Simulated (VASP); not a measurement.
The system is LaTaTl3.

```
La Ta Tl
1.0
     4.74130    0.00000    0.00000
     0.00000    4.74130    0.00000
     0.00000    0.00000    7.51031
La Ta Tl
1 1 3
Direct
  0.00000 0.00000 0.00000
  0.50000 0.50000 0.00000
  0.00000 0.00000 0.50000
  0.50000 0.50000 0.29159
  0.50000 0.50000 0.70841
```

The cell was built from a structure type or drawn by symmetry, and may not be a known phase.

```yaml
Program: VASP 6.6.1
Task: relaxation of cell and atoms
Functional: PBE
Potentials_or_basis: VASP PAW PBE potentials, release 64 (La, Ta_pv, Tl_d)
Cutoff: 600 eV
k_mesh: 4 × 4 × 2
Occupations: gaussian, width 0.1 eV
Spin: no spin polarisation
```

At the start: pressure 12.6 GPa; volume 33.77 Å³/atom.

Q: How do energy, volume and symmetry change on relaxing?

A: Over 16 steps the energy falls by 1041.6 meV/atom and the volume is 31.31 Å³/atom (-7.3 %); space group P4/mmm (No. 123, to 0.1 Å) before and after.

The path:
| step | energy change (eV) | largest force (eV/Å) | pressure (GPa) | volume (Å³) |
| --- | --- | --- | --- | --- |
| 1 | 0.0000 | 12.1217 | 12.62 | 168.83 |
| 2 | -2.4448 | 1.2698 | -3.30 | 226.14 |
| 3 | -2.5877 | 1.2721 | -3.59 | 222.88 |
| 4 | -2.7505 | 1.2945 | -3.89 | 219.46 |
| 5 | -4.1961 | 1.3490 | -5.08 | 195.58 |
| 6 | -4.5429 | 0.2067 | -3.05 | 182.57 |
| 7 | -4.5626 | 0.6277 | -4.22 | 186.94 |
| 8 | -4.5801 | 0.3502 | -3.85 | 185.26 |
| 9 | -4.5801 | 0.2926 | -3.77 | 184.94 |
| 10 | -5.0723 | 0.4447 | -1.83 | 166.67 |
| 11 | -5.1756 | 0.5399 | -0.31 | 157.44 |
| 12 | -5.1790 | 0.5771 | 0.21 | 154.97 |
| 13 | -5.1793 | 0.5682 | 0.10 | 155.54 |
| 14 | -5.2008 | 0.2234 | 0.15 | 155.50 |
| 15 | -5.2059 | 0.0267 | 0.23 | 155.47 |
| 16 | -5.2081 | 0.0352 | -0.10 | 156.57 |

Final structure:
```yaml
crystal:
  lattice:
    - [4.26773, 0.00000, 0.00000]
    - [0.00000, 4.26773, 0.00000]
    - [0.00000, 0.00000, 8.59619]
  atoms:
    - { symbol: La, position: [0.00000, 0.00000, 0.00000] }
    - { symbol: Ta, position: [0.50000, 0.50000, 0.00000] }
    - { symbol: Tl, position: [0.00000, 0.00000, 0.50000] }
    - { symbol: Tl, position: [0.50000, 0.50000, 0.32106] }
    - { symbol: Tl, position: [0.50000, 0.50000, 0.67894] }
```

Caveat: the k points lie up to 0.37 Å⁻¹ apart in the final cell, too coarse for converged energies and pressures of a metal.
